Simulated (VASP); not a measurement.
# Rh12O in VASP: single point with PBE

Aim: the single point of Rh12O with PBE.

Program: VASP 6.6.1. These are calculated values, not measurements. Logs are shortened: lines on timing, memory, paths and dates and some standing lists are left out, and cuts for length are marked.

### Step 1. The cell of the first run

The cell holds a slab with vacuum, 13 atoms: a = 5.417 Å, b = 5.417 Å, c = 19.174 Å, α = 90.00°, β = 90.00°, γ = 90.00°.

### Step 2. Single point, PBE

Contents of INCAR:

```
SYSTEM = Rh12O
ALGO = Normal ; DIPOL = 0.5 0.5 0.318
EDIFF = 1E-6 ; ENCUT = 520
GGA = PE ; IDIPOL = 3
ISIF = 2 ; ISMEAR = 0
KPAR = 2 ; LASPH = .TRUE.
LCHARG = .FALSE. ; LDIPOL = .TRUE.
LREAL = .FALSE. ; LWAVE = .FALSE.
NBANDS = 105 ; NELM = 80
PREC = Accurate ; SIGMA = 0.1
```

Contents of KPOINTS:

```
k-points
0
G
  5 5 1
  0 0 0
```

Contents of POSCAR:

```
Rh12O
1.0
    5.4165863251      0.0000000000      0.0000000000
    0.0000000000      5.4165863251      0.0000000000
    0.0000000000      0.0000000000     19.1737394690
Rh O
12 1
Direct
    0.2500000000      0.2500000000      0.2086186686
    0.2500000000      0.7500000000      0.2086186686
    0.7500000000      0.2500000000      0.2086186686
    0.7500000000      0.7500000000      0.2086186686
    0.0000000000      0.0000000000      0.3044995961
    0.0000000000      0.5000000000      0.3044995961
    0.5000000000      0.0000000000      0.3044995961
    0.5000000000      0.5000000000      0.3044995961
    0.2500000000      0.2500000000      0.4002213278
    0.2500000000      0.7500000000      0.4002213278
    0.7500000000      0.2500000000      0.4002213278
    0.7500000000      0.7500000000      0.4002213278
    0.3333333333      0.4166666667      0.4777304972
```

Potentials or basis: VASP PAW PBE potentials, release 64 (Rh_pv, O).

Command:

```console
> cat potpaw_PBE.64/Rh_pv/POTCAR potpaw_PBE.64/O/POTCAR > POTCAR
> mpirun -np 2 vasp_std > vasp.out
```

OUTCAR:

```text
SYSTEM = Rh12O
   EDIFF = 1E-6
   ENCUT = 520
   GGA = PE
   ISIF = 2
   ISMEAR = 0
   LASPH = .TRUE.
   LREAL = .FALSE.
   NELM = 80
   PREC = Accurate

 ion  position               nearest neighbor table
   1  0.250  0.250  0.209-   5 2.65   6 2.65   7 2.65   8 2.65   2 2.71   3 2.71   2 2.71   3 2.71

   2  0.250  0.750  0.209-   5 2.65   6 2.65   7 2.65   8 2.65   1 2.71   4 2.71   1 2.71   4 2.71

   3  0.750  0.250  0.209-   5 2.65   6 2.65   7 2.65   8 2.65   1 2.71   4 2.71   4 2.71   1 2.71

   4  0.750  0.750  0.209-   5 2.65   6 2.65   7 2.65   8 2.65   2 2.71   3 2.71   3 2.71   2 2.71

   5  0.000  0.000  0.304-   9 2.65  10 2.65  11 2.65  12 2.65   1 2.65   2 2.65   3 2.65   4 2.65
                             6 2.71   7 2.71   6 2.71   7 2.71
   6  0.000  0.500  0.304-   9 2.65  10 2.65  11 2.65  12 2.65   1 2.65   2 2.65   3 2.65   4 2.65
                             5 2.71   8 2.71   5 2.71   8 2.71
   7  0.500  0.000  0.304-   9 2.65  10 2.65  11 2.65  12 2.65   1 2.65   2 2.65   3 2.65   4 2.65
                             5 2.71   8 2.71   8 2.71   5 2.71
   8  0.500  0.500  0.304-   9 2.65  10 2.65  11 2.65  12 2.65   1 2.65   2 2.65   3 2.65   4 2.65
                             6 2.71   7 2.71   7 2.71   6 2.71
   9  0.250  0.250  0.400-  13 1.80   6 2.65   7 2.65   8 2.65   5 2.65  11 2.71  10 2.71  10 2.71
                            11 2.71
  10  0.250  0.750  0.400-  13 2.38   6 2.65   7 2.65   8 2.65   5 2.65  12 2.71   9 2.71   9 2.71
                            12 2.71
  11  0.750  0.250  0.400-   5 2.65   6 2.65   7 2.65   8 2.65   9 2.71  12 2.71  12 2.71   9 2.71

  12  0.750  0.750  0.400-   5 2.65   6 2.65   7 2.65   8 2.65  10 2.71  11 2.71  11 2.71  10 2.71

  13  0.333  0.417  0.478-   9 1.80  10 2.38

  LATTYP: Found a simple tetragonal cell.
 ALAT       =     5.4165863251
 C/A-ratio  =     3.5398197902

  Lattice vectors:

 A1 = (   5.4165863251,   0.0000000000,   0.0000000000)
 A2 = (   0.0000000000,   5.4165863251,   0.0000000000)
 A3 = (   0.0000000000,   0.0000000000,  19.1737394690)

Analysis of symmetry for initial positions (statically):
=====================================================================
 Subroutine PRICEL returns:
 Original cell was already a primitive cell.

 Routine SETGRP: Setting up the symmetry group for a
 simple tetragonal supercell.

 Subroutine GETGRP returns: Found  1 space group operations
 (whereof  1 operations were pure point group operations)
 out of a pool of 16 trial point group operations.

The static configuration has the point symmetry C_1 .

Analysis of symmetry for dynamics (positions and initial velocities):
=====================================================================
 Subroutine PRICEL returns:
 Original cell was already a primitive cell.

 Routine SETGRP: Setting up the symmetry group for a
 simple tetragonal supercell.

 Subroutine GETGRP returns: Found  1 space group operations
 (whereof  1 operations were pure point group operations)
 out of a pool of 16 trial point group operations.

The dynamic configuration has the point symmetry C_1 .

 Subroutine INISYM returns: Found  1 space group operations
 (whereof  1 operations are pure point group operations),
 and found     1 'primitive' translations

----------------------------------------------------------------------------------------

                                     Primitive cell

  volume of cell :     562.5462

  direct lattice vectors                    reciprocal lattice vectors
     5.416586325  0.000000000  0.000000000     0.184618123  0.000000000  0.000000000
     0.000000000  5.416586325  0.000000000     0.000000000  0.184618123  0.000000000
     0.000000000  0.000000000 19.173739469     0.000000000  0.000000000  0.052154667

  length of vectors
     5.416586325  5.416586325 19.173739469     0.184618123  0.184618123  0.052154667

  position of ions in fractional coordinates (direct lattice)
     0.250000000  0.250000000  0.208618669
     0.250000000  0.750000000  0.208618669
     0.750000000  0.250000000  0.208618669
     0.750000000  0.750000000  0.208618669
     0.000000000  0.000000000  0.304499596
     0.000000000  0.500000000  0.304499596
     0.500000000  0.000000000  0.304499596
     0.500000000  0.500000000  0.304499596
     0.250000000  0.250000000  0.400221328
     0.250000000  0.750000000  0.400221328
     0.750000000  0.250000000  0.400221328
     0.750000000  0.750000000  0.400221328
     0.333333333  0.416666667  0.477730497

  ion indices of the primitive-cell ions
   primitive index   ion index
                 1           1
                 2           2
                 3           3
                 4           4
                 5           5
                 6           6
                 7           7
                 8           8
                 9           9
                10          10
                11          11
                12          12
                13          13

----------------------------------------------------------------------------------------

 KPOINTS: k-points

Automatic generation of k-mesh.
 Grid dimensions read from file:
 generate k-points for:    5    5    1

 Generating k-lattice:

  Cartesian coordinates                     Fractional coordinates (reciprocal lattice)
     0.036923625  0.000000000  0.000000000     0.200000000  0.000000000  0.000000000
     0.000000000  0.036923625  0.000000000     0.000000000  0.200000000  0.000000000
     0.000000000  0.000000000  0.052154667     0.000000000  0.000000000  1.000000000

  Length of vectors
     0.036923625  0.036923625  0.052154667

  Shift w.r.t. Gamma in fractional coordinates (k-lattice)
     0.000000000  0.000000000  0.000000000

 Subroutine IBZKPT returns following result:
 ===========================================

 Found     13 irreducible k-points:

 Following reciprocal coordinates:
            Coordinates               Weight
  0.000000  0.000000  0.000000      1.000000
  0.200000  0.000000  0.000000      2.000000
  0.000000  0.200000  0.000000      2.000000
  0.400000  0.000000  0.000000      2.000000
  0.000000  0.400000  0.000000      2.000000
  0.200000  0.200000  0.000000      2.000000
 -0.200000  0.200000  0.000000      2.000000
  0.400000  0.200000  0.000000      2.000000
 -0.200000  0.400000  0.000000      2.000000
 -0.400000  0.200000  0.000000      2.000000
  0.200000  0.400000  0.000000      2.000000
  0.400000  0.400000  0.000000      2.000000
 -0.400000  0.400000  0.000000      2.000000
   k-points           NKPTS =     13   k-points in BZ     NKDIM =     13   number of bands    NBANDS=    105
   number of dos      NEDOS =    301   number of ions     NIONS =     13
   total plane-waves  NPLWV = 230400
   dimension x,y,z NGX =    40 NGY =   40 NGZ =  144
   dimension x,y,z NGXF=    80 NGYF=   80 NGZF=  288
   ions per type =              12   1
   NGX,Y,Z   is equivalent  to a cutoff of  12.28, 12.28, 12.49 a.u.
   NGXF,Y,Z  is equivalent  to a cutoff of  24.55, 24.55, 24.97 a.u.
 SYSTEM =  Rh12O
   PREC   = accura    normal or accurate (medium, high low for compatibility)
   ISTART =      0    job   : 0-new  1-cont  2-samecut
   ICHARG =      2    charge: 1-file 2-atom 10-const
   ISPIN  =      1    spin polarized calculation?
   LNONCOLLINEAR =      F non collinear calculations
   LSORBIT =      F    spin-orbit coupling
   LASPH  =      T    aspherical Exc in radial PAW
   ENCUT  =  520.0 eV  38.22 Ry    6.18 a.u.  10.07 10.07 35.65*2*pi/ulx,y,z
   NELM   =     80;   NELMIN=  2; NELMDL= -5     # of ELM steps
   EDIFF  = 0.1E-05   stopping-criterion for ELM
   LREAL  =      F    real-space projection
   EDIFFG = 0.1E-04   stopping-criterion for IOM
   NSW    =      0    number of steps for IOM
   IBRION =     -1    ionic relax: 0-MD 1-quasi-New 2-CG
   NFREE  =      0    steps in history (QN), initial steepest desc. (CG)
   ISIF   =      2    stress and relaxation
   ISYM   =      2    0-nonsym 1-usesym 2-fastsym
   POTIM  = 0.5000    time-step for ionic-motion
   TEBEG  =    0.0;   TEEND  =   0.0 temperature during run
   PSTRESS=    0.0 pullay stress
   NELECT =     186.0000    total number of electrons
   NUPDOWN=      -1.0000    fix difference up-down
   EMIN   =  10.00;   EMAX   =-10.00  energy-range for DOS
   EFERMI =   0.00;   METHOD = LEGACY
   ISMEAR =     0;   SIGMA  =   0.10  broadening in eV -4-tet -1-fermi 0-gaus
   EFERMI_NEDOS =   21; number of points for ismear=-14 and -15
   IALGO  =     38    algorithm
   IMIX   =      4    mixing-type and parameters
     AMIX     =   0.40;   BMIX     =  1.00
     AMIX_MAG =   1.60;   BMIX_MAG =  1.00
  volume/ion in A,a.u.               =      43.27       292.02
  Fermi-wavevector in a.u.,A,eV,Ry     =   1.132035  2.139235 17.435902  1.281503
  Thomas-Fermi vector in A             =   2.268735
   LORBIT       =      0    0 simple, 1 ext, 2 COOP (PROOUT), +10 PAW based schemes
   GGA     = PE    functional components
   LHFCALC =     F    Hartree Fock is set to
   AEXX    =    0.0000 exact exchange contribution
   IVDW    =     0    specifies the selected vdW correction
   LEPSILON=     F    determine dielectric tensor
   LRPA    =     F    only Hartree local field effects (RPA)
 non-spin polarized calculation
 Gauss-broadening in eV      SIGMA  =   0.10
  energy-cutoff  :      520.00
  volume of cell :      562.55
 maximum number of plane-waves:     15180
   NGX = 21   NGY = 21   NGZ = 71

 dipolmoment           0.000000      0.000000     -0.017752 electrons x Angstroem

 number of electron     186.0000098 magnetization

 dipolmoment           0.000000      0.000000      0.147012 electrons x Angstroem

 Free energy of the ion-electron system (eV)
  ---------------------------------------------------
  ext. energy  EPLUGINS =         0.00000000
  ---------------------------------------------------
  free energy    TOTEN  =       -84.88010752 eV

  energy without entropy =      -84.79560889  energy(sigma->0) =      -84.83785820

 E-fermi :  -0.1612     XC(G=0):  -5.2574

 val. band max:       -0.1652730352   @ k =   0.4000   0.4000   0.0000
 cond. band min:      -0.1431290714   @ k =   0.0000   0.2000   0.0000
 fundamental gap:      0.0221439638
 Fermi energy:        -0.1611795003

 k-point     1 :       0.0000    0.0000    0.0000
  band No.  band energies     occupation
      1     -47.8228      2.00000
      2     -47.2402      2.00000
      3     -47.2346      2.00000
      4     -47.2106      2.00000
      5     -47.1724      2.00000
      6     -47.1156      2.00000
[... 97 lines left out ...]
    104       1.6134      0.00000
    105       1.9582      0.00000

 k-point     2 :       0.2000    0.0000    0.0000
  band No.  band energies     occupation
      1     -47.8213      2.00000
      2     -47.2324      2.00000
      3     -47.2199      2.00000
      4     -47.1862      2.00000
      5     -47.1551      2.00000
      6     -47.1086      2.00000
[... 1180 lines left out ...]
 k-point    13 :      -0.4000    0.4000    0.0000
  band No.  band energies     occupation
      1     -47.8111      2.00000
      2     -47.1675      2.00000
      3     -47.1339      2.00000
      4     -47.0845      2.00000
      5     -47.0552      2.00000
      6     -47.0442      2.00000
[... 97 lines left out ...]
    104       0.9350      0.00000
    105       1.2529      0.00000

------------------------ aborting loop because EDIFF is reached ----------------------------------------

 vacuum level on the upper side and lower side of the slab       (xc-potential included)         0.438        -0.443

  FORCE on cell =-STRESS in cart. coord.  units (eV):
  Direction    XX          YY          ZZ          XY          YZ          ZX
  --------------------------------------------------------------------------------------
  -------------------------------------------------------------------------------------
  Total       -5.6804018     -7.2109475      1.2689843      1.0338682      2.3243827      1.3006282
  in kB      -16.1782475    -20.5373666      3.6141709      2.9445409      6.6200316      3.7042951
  external PRESSURE =     -11.0338144 kB  Pullay stress =       0.0000000 kB

 VOLUME and BASIS-vectors are now :
 -----------------------------------------------------------------------------
  energy-cutoff  :      520.00
  volume of cell :      562.55
      direct lattice vectors                 reciprocal lattice vectors
     5.416586325  0.000000000  0.000000000     0.184618123  0.000000000  0.000000000
     0.000000000  5.416586325  0.000000000     0.000000000  0.184618123  0.000000000
     0.000000000  0.000000000 19.173739469     0.000000000  0.000000000  0.052154667

 POSITION                                       TOTAL-FORCE (eV/Angst)
 -----------------------------------------------------------------------------------
      1.35415      1.35415      4.00000        -0.020111     -0.044175      0.102965
      1.35415      4.06244      4.00000        -0.062424      0.012926      0.018652
      4.06244      1.35415      4.00000        -0.015870     -0.003897      0.029457
      4.06244      4.06244      4.00000        -0.122771     -0.224026     -0.124028
      0.00000      0.00000      5.83840         0.044005      0.069022      0.105436
      0.00000      2.70829      5.83840        -0.122715     -0.074867     -0.385511
      2.70829      0.00000      5.83840        -0.163759      0.073945      0.035653
      2.70829      2.70829      5.83840         0.181889      0.053916     -0.509093
      1.35415      1.35415      7.67374        -0.093501     -0.551104      0.048434
      1.35415      4.06244      7.67374         0.031959     -0.374435      0.705552
      4.06244      1.35415      7.67374        -0.013198     -0.157206      0.037019
      4.06244      4.06244      7.67374         0.104041      0.145022     -0.140446
      1.80553      2.25691      9.15988         0.252454      1.074878      0.075909
 -----------------------------------------------------------------------------------
    total drift:                               -0.000516      0.000504     -0.000420

  FREE ENERGIE OF THE ION-ELECTRON SYSTEM (eV)
  ---------------------------------------------------
  free  energy   TOTEN  =       -84.8801075188 eV

  energy  without entropy=      -84.7956088863  energy(sigma->0) =      -84.83785820

 vacuum level on the upper side and lower side of the slab         5.677         4.770
```

Wall time 17 min (2 MPI ranks of Intel Xeon Platinum 8488C (Sapphire Rapids), shared host); peak memory 0.8 GiB.

What came out:

```yaml
Free_energy: -84.8801 eV
Largest_force: 1.107 eV/Å
Band_gap_on_the_k_mesh: zero (bands 93 and 94 overlap by 0.72 eV)
```

Forces on the atoms (eV/Å):
```
Rh  -0.020 -0.044  0.103
Rh  -0.062  0.013  0.019
Rh  -0.016 -0.004  0.029
Rh  -0.123 -0.224 -0.124
Rh   0.044  0.069  0.105
Rh  -0.123 -0.075 -0.386
Rh  -0.164  0.074  0.036
Rh   0.182  0.054 -0.509
Rh  -0.094 -0.551  0.048
Rh   0.032 -0.374  0.706
Rh  -0.013 -0.157  0.037
Rh   0.104  0.145 -0.140
O    0.252  1.075  0.076
```

The gap in the log of VASP goes by the Fermi energy; the results here count the filled bands.